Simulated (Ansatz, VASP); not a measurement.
## One calculation of TiSi16, two programs

```
CELL_PARAMETERS angstrom
0.00000 5.43000 5.43000
5.43000 0.00000 5.43000
5.43000 5.43000 0.00000
ATOMIC_POSITIONS crystal
Si 0.00710 0.00001 0.00001
Si 0.14026 0.12460 0.12460
Si 0.00696 0.99979 0.50705
Si 0.12697 0.13273 0.62706
Si 0.00696 0.50705 0.99979
Si 0.12697 0.62706 0.13272
Si 0.00324 0.50333 0.50333
Si 0.12678 0.62687 0.62687
Si 0.50356 0.00364 0.00364
Si 0.62463 0.12472 0.12472
Si 0.49992 0.00001 0.50719
Si 0.62451 0.12460 0.64034
Si 0.49992 0.50719 0.00000
Si 0.62451 0.64034 0.12460
Si 0.49969 0.50705 0.50705
Si 0.63264 0.62706 0.62706
Ti 0.75350 0.25359 0.25359
```

Alike in both runs: functional PBE; k mesh 2 × 2 × 2; occupations fermi-dirac, width 0.05 eV; no spin polarisation.

Ansatz relaxed the structure, and its values are those at the end. VASP's run is a single point on that final structure, the one shown.

```csv
,VASP,Ansatz
version,VASP 6.6.1,Ansatz 0.2.0
potentials or method,"VASP PAW PBE potentials, release 64 (Si, Ti_sv), cutoff 520 eV","scalar-relativistic, plane waves, PAW"
valence electrons in the cell,76,76
```

```tsv
	VASP	Ansatz	Ansatz less VASP
rms of the force components (eV/Å)	0.005	0.004	-0.0012
```

With one functional, cell and mesh, what is left measures potentials, basis and numerics.

The k mesh is coarse, so the values compare programs but aren't converged.
